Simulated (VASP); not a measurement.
KBr:

```
K Br
1.0
     0.00000    3.68830    3.68830
     3.68830    0.00000    3.68830
     3.68830    3.68830    0.00000
K Br
1 1
Direct
  0.00000 0.00000 0.00000
  0.25000 0.25000 0.25000
```

Base run:

| Property | Result |
| --- | --- |
| Program | VASP 6.6.1 |
| Functional | HSE06 |
| Potentials or basis | VASP PAW PBE potentials, release 64 (K_sv, Br) |
| Cutoff | 520 eV |
| k mesh | 4 × 4 × 4 |
| Occupations | gaussian, width 0.01 eV |
| Spin | no spin polarisation |

Its results: band gap on the k mesh 5.39 eV (least direct gap 5.40 eV); pressure 0.2 GPa.

The run is repeated on the same cell with these changes: functional from HSE06 to PBE. What comes out?

Band gap on the k mesh 4.28 eV (least direct gap 4.30 eV); pressure 0.3 GPa.

Caveats: the PAW data sets were made with another functional, which shifts forces and pressure a little (at least some runs).

A k mesh can miss the band edges.
